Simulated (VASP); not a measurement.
# Si2Ni (pbesol) (Fm-3m) in VASP: notebook, part 2 of 2

VASP 6.6.1. Earlier steps stand in the parts before.

**3. Single point, PBEsol**

This run uses another cell than the first one, of 13.06 Å³/atom, 0.992 times its volume.

INCAR reads:

```
SYSTEM = Si2Ni
ALGO     = Normal         ! electronic algorithm
EDIFF    = 1E-6           ! SCF threshold, eV
ENCUT    = 600            ! plane-wave cutoff, eV
GGA      = PS             ! functional
GGA_COMPAT= .FALSE.      
ISIF     = 2              ! what is computed and relaxed
ISMEAR   = 0              ! smearing method
LASPH    = .TRUE.         ! aspherical terms in the spheres
LCHARG   = .FALSE.        ! write CHGCAR
LREAL    = .FALSE.        ! projectors in reciprocal space
LWAVE    = .FALSE.        ! write WAVECAR
NBANDS   = 16             ! bands
NELM     = 120            ! most SCF steps
PREC     = Accurate       ! precision mode
SIGMA    = 0.1            ! smearing width, eV
```

KPOINTS reads:

```
k-points
0
G
  14 14 14
  0 0 0
```

POSCAR reads:

```
Si2Ni
1.0
    0.0000000000      2.6956709942      2.6956709942
    2.6956709942      0.0000000000      2.6956709942
    2.6956709942      2.6956709942      0.0000000000
Si Ni
2 1
Direct
    0.2500000000      0.2500000000      0.2500000000
    0.7500000000      0.7500000000      0.7500000000
    0.0000000000      0.0000000000      0.0000000000
```

Potentials or basis: VASP PAW PBE potentials, release 64 (Si, Ni).

Run with:

```
cat potpaw_PBE.64/Si/POTCAR potpaw_PBE.64/Ni/POTCAR > POTCAR
mpirun -np 1 vasp_std > vasp.out
```

Run time: 82 s. Hardware: 1 thread of Intel Xeon 6975P-C, shared host; peak memory 0.22 GiB.

It converged, with:

- Free energy: -18.9836 eV
- Pressure: 0.0 GPa
- Band gap on the k mesh: zero (band 9 reaches 12.21 eV, above the bottom of band 10 at 10.08 eV)

Levels at points of the mesh, in eV from the Fermi level:
| k point | band 5 | band 6 | band 7 | band 8 | band 9 | band 10 | band 11 | band 12 | band 13 | band 14 |
| --- | --- | --- | --- | --- | --- | --- | --- | --- | --- | --- |
| (0.00, 0.00, 0.00) | -3.61 | -3.61 | -0.25 | 1.68 | 1.68 | 1.68 | 2.19 | 2.19 | 2.19 | 4.68 |
| (0.50, 0.00, 0.00) | -3.82 | -3.42 | -3.42 | -1.51 | -1.51 | 1.71 | 1.77 | 1.77 | 2.61 | 9.16 |
| (0.50, 0.50, 0.00) | -4.61 | -3.71 | -3.71 | -3.54 | -3.20 | -0.45 | 1.28 | 7.71 | 8.33 | 8.33 |

Caveat: the PAW data sets were made with another functional, which shifts forces and pressure a little.

**4. Relaxation of cell and atoms, PBEsol**

INCAR reads:

```
PREC = Accurate
ENCUT = 600
EDIFF = 1E-7
ISMEAR = 0
SIGMA = 0.1
LREAL = F
LASPH = T
NELM = 120
ALGO = Normal
ISIF = 3
LWAVE = F
LCHARG = F
GGA = PS
IBRION = 2
NSW = 100
EDIFFG = -0.002
GGA_COMPAT = F
NELMIN = 4
```

KPOINTS reads:

```
regular mesh
0
Gamma
  14 14 14
```

POSCAR reads:

```
Si2Ni
1.0
    0.0000000000      2.7030000000      2.7030000000
    2.7030000000      0.0000000000      2.7030000000
    2.7030000000      2.7030000000      0.0000000000
Si Ni
2 1
Direct
    0.2500000000      0.2500000000      0.2500000000
    0.7500000000      0.7500000000      0.7500000000
    0.0000000000      0.0000000000      0.0000000000
```

Potentials or basis: VASP PAW PBE potentials, release 64 (Si, Ni).

Run with:

```
cat potpaw_PBE.64/Si/POTCAR potpaw_PBE.64/Ni/POTCAR > POTCAR
mpirun -np 1 vasp_std > vasp.out
```

OUTCAR:

```text
PREC = Accurate
   ENCUT = 600
   EDIFF = 1E-7
   ISMEAR = 0
   LREAL = F
   LASPH = T
   NELM = 120
   ISIF = 3
   GGA = PS
   IBRION = 2
   NSW = 100
   EDIFFG = -0.002
   NELMIN = 4

 ion  position               nearest neighbor table
   1  0.250  0.250  0.250-   3 2.34   3 2.34   3 2.34   3 2.34   2 2.70   2 2.70   2 2.70   2 2.70
                             2 2.70   2 2.70
   2  0.750  0.750  0.750-   3 2.34   3 2.34   3 2.34   3 2.34   1 2.70   1 2.70   1 2.70   1 2.70
                             1 2.70   1 2.70
   3  0.000  0.000  0.000-   2 2.34   1 2.34   2 2.34   1 2.34   2 2.34   2 2.34   1 2.34   1 2.34

  LATTYP: Found a face centered cubic cell.
 ALAT       =     5.4060000000

  Lattice vectors:

 A1 = (   0.0000000000,   2.7030000000,   2.7030000000)
 A2 = (   2.7030000000,   0.0000000000,   2.7030000000)
[... 275 lines left out ...]
      4       5.2106      2.00000
      5       6.9155      2.00000
      6       6.9155      2.00000
      7      10.2612      1.99973
      8      12.1982      0.00000
      9      12.1982      0.00000
     10      12.1982      0.00000
     11      12.7136      0.00000
     12      12.7136      0.00000
     13      12.7136      0.00000
[... 354 lines left out ...]
  band No.  band energies     occupation
      1      -2.3490      2.00000
      2       3.6910      2.00000
      3       5.3736      2.00000
      4       5.4155      2.00000
      5       6.3793      2.00000
      6       7.0478      2.00000
      7       8.0074      2.00000
      8       9.1361      2.00000
      9       9.7124      2.00000
     10      10.8881      0.00000
     11      13.4194      0.00000
     12      14.0820      0.00000
     13      14.5876      0.00000

 [... further k-points ...]

------------------------ aborting loop because EDIFF is reached ----------------------------------------

  FORCE on cell =-STRESS in cart. coord.  units (eV):
  Direction    XX          YY          ZZ          XY          YZ          ZX
  --------------------------------------------------------------------------------------
  -------------------------------------------------------------------------------------
  Total        0.0012343      0.0012343      0.0012343      0.0000000     -0.0000000      0.0000000
  in kB        0.0504394      0.0504394      0.0504394      0.0000000     -0.0000000      0.0000000
  external PRESSURE =       0.0504394 kB  Pullay stress =       0.0000000 kB
[... 18 lines left out ...]
  FREE ENERGIE OF THE ION-ELECTRON SYSTEM (eV)
  ---------------------------------------------------
  free  energy   TOTEN  =       -18.9837332329 eV

  energy  without entropy=      -18.9793870573  energy(sigma->0) =      -18.98156015

 reached required accuracy - stopping structural energy minimisation
```

OSZICAR:

```text
N       E                     dE             d eps       ncg     rms          rms(c)
DAV:   1     0.762904207083E+02    0.76290E+02   -0.87520E+03  2712   0.158E+03
[... 31 lines left out ...]
DAV:   3    -0.189840470991E+02    0.34650E-01   -0.11925E-01  3228   0.917E+00    0.182E-01
DAV:   4    -0.189837400107E+02    0.30709E-03   -0.25598E-03  3014   0.624E-01    0.338E-02
DAV:   5    -0.189837344857E+02    0.55251E-05   -0.83281E-05  4305   0.130E-01    0.168E-02
DAV:   6    -0.189837328927E+02    0.15930E-05   -0.42172E-06  4073   0.416E-02    0.388E-03
DAV:   7    -0.189837330803E+02   -0.18757E-06   -0.91981E-07  3124   0.116E-02    0.186E-03
DAV:   8    -0.189837331956E+02   -0.11538E-06   -0.33264E-08  1742   0.375E-03    0.630E-04
DAV:   9    -0.189837332329E+02   -0.37287E-07   -0.96387E-09  1497   0.234E-03
   3 F= -.18983733E+02 E0= -.18981560E+02  d E =-.105545E-02
```

It took 2.2 min on 1 thread of Intel Xeon 6975P-C, shared host; peak memory 0.23 GiB.

Results:

- Free energy: -18.9837 eV
- Relaxed volume: 13.07 Å³/atom
- Relaxed cell: a = 3.813 Å, b = 3.813 Å, c = 3.813 Å, α = 60.00°, β = 60.00°, γ = 60.00°
- Space group after relaxing (to 0.05 Å): Fm-3m (No. 225)
- Energy gained by relaxing: 0.4 meV/atom
- Ionic steps: 3
- Pressure after relaxing: 0.0 GPa
- Band gap on the k mesh: zero (band 9 reaches 12.20 eV, above the bottom of band 10 at 10.07 eV)

Step by step:
```tsv
step	energy change (eV)	largest force (eV/Å)	pressure (GPa)	volume (Å³)
1	0.0000	0.0000	-1.15	39.50
2	-0.0003	0.0000	1.02	38.96
3	-0.0011	0.0000	0.01	39.21
```

Final structure:
```
Si Ni
1.0
     0.00000    2.69632    2.69632
     2.69632    0.00000    2.69632
     2.69632    2.69632    0.00000
Si Ni
2 1
Direct
  0.25000 0.25000 0.25000
  0.75000 0.75000 0.75000
  0.00000 0.00000 0.00000
```

Caveat: the PAW data sets were made with another functional, which shifts forces and pressure a little.

**5. Summary**

```csv
task,cell,k mesh,gap on the mesh (eV),pressure (GPa)
single point,"a = 3.823 Å, angles 60.0°, 3 atoms",6 × 6 × 6,none,-0.6
single point,"a = 3.812 Å, angles 60.0°, 3 atoms",14 × 14 × 14,none,0.0
relaxation of cell and atoms,"relaxed from a = 3.823 Å, angles 60.0°, 3 atoms",14 × 14 × 14,none,0.0
```

Alike in all rows: level PBEsol; potentials or basis VASP PAW PBE potentials, release 64 (Si, Ni); no spin polarisation; cutoff (eV) 600; smearing gaussian 0.1 eV.

Caveats: the PAW data sets were made with another functional, which shifts forces and pressure a little.

Total energies depend on the potentials used, so only differences within one code and one set of settings carry meaning.
